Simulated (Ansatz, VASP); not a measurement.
## One calculation of ScCoO2, two programs

File INCAR:

```
PREC = Accurate
ENCUT = 520
EDIFF = 1E-6
ISMEAR = 0
SIGMA = 0.1464
LREAL = False
LASPH = True
NELM = 80
ALGO = Normal
ISIF = 2
LWAVE = False
LCHARG = False
GGA = PS
NBANDS = 42
```

KPOINTS

```
regular mesh
0
Gamma
  7 7 2
```

POSCAR

```
ScCoO2
1.0
    3.1583626300      0.0000000000      0.0000000000
   -1.5791818200      2.7352248200      0.0000000000
    0.0000000000      0.0000000000     11.2034832900
Co Sc O
2 2 4
Direct
    0.3333000000      0.6667000000      0.2500000000
    0.6666000000      0.3333000000      0.7500000000
    0.0000000000      0.0000000000      0.0000000000
    0.0000000000      0.0000000000      0.5000000000
    0.3333000000      0.6667000000      0.0894100000
    0.6666000000      0.3333000000      0.5894100000
    0.3333000000      0.6667000000      0.4105900000
    0.6667000000      0.3334000000      0.9105900000
```

Input for Ansatz:

```yaml
crystal:
  lattice:
    - [3.15836263, 0.0, 0.0]
    - [-1.57918182, 2.73522482, 0.0]
    - [0.0, 0.0, 11.20348329]
  atoms:
    - { symbol: Co, position: [0.3333, 0.6667, 0.25] }
    - { symbol: Co, position: [0.6666, 0.3333, 0.75] }
    - { symbol: Sc, position: [0.0, 0.0, 0.0] }
    - { symbol: Sc, position: [0.0, 0.0, 0.5] }
    - { symbol: O, position: [0.3333, 0.6667, 0.08941] }
    - { symbol: O, position: [0.6666, 0.3333, 0.58941] }
    - { symbol: O, position: [0.3333, 0.6667, 0.41059] }
    - { symbol: O, position: [0.6667, 0.3334, 0.91059] }
  symmetry: { tolerance: 0.0003 }
kpoints:
  mp_grid: { grid: [7, 7, 2], shift: [0, 0, 0] }
magnetization:
  spin_polarized: false
scf:
  occupations: { method: gaussian, width: 0.1464 }
hamiltonian:
  pseudopotentials: { kind: paw }
  xc: pbesol
basis:
  ecutwfc: 420
output:
  forces: true
  stress: true
  eigenvalues: true
```

Alike in both runs: task single point; functional PBEsol; k mesh 7 × 7 × 2; occupations gaussian, width 0.1464 eV; no spin polarisation.

```csv
,VASP,Ansatz
version,VASP 6.6.1,Ansatz 0.2.0
potentials or method,"VASP PAW PBE potentials, release 64 (Co, Sc_sv, O), cutoff 520 eV",PAW plane waves
valence electrons in the cell,64,80
```

```csv
,VASP,Ansatz,Ansatz less VASP
gap on the k mesh at the Fermi level (eV),none,none,-
pressure (GPa),1.7,0.8,-0.88
"traceless stress, the component that is largest in VASP (GPa)",2.98,3.09,+0.106
rms of the force components (eV/Å),0.083,0.055,-0.0278
```

VASP's potentials were made for PBE, not for PBEsol. Atom by atom the forces differ by 0.028 eV/Å (rms over components). A gap of «none» marks a metal or a gap that the smearing closes. VASP's potentials hold 64 valence electrons a cell and Ansatz's 80, so a difference there can come from the potentials and not from the codes. Ansatz's warnings: structure snapped to symmetry.
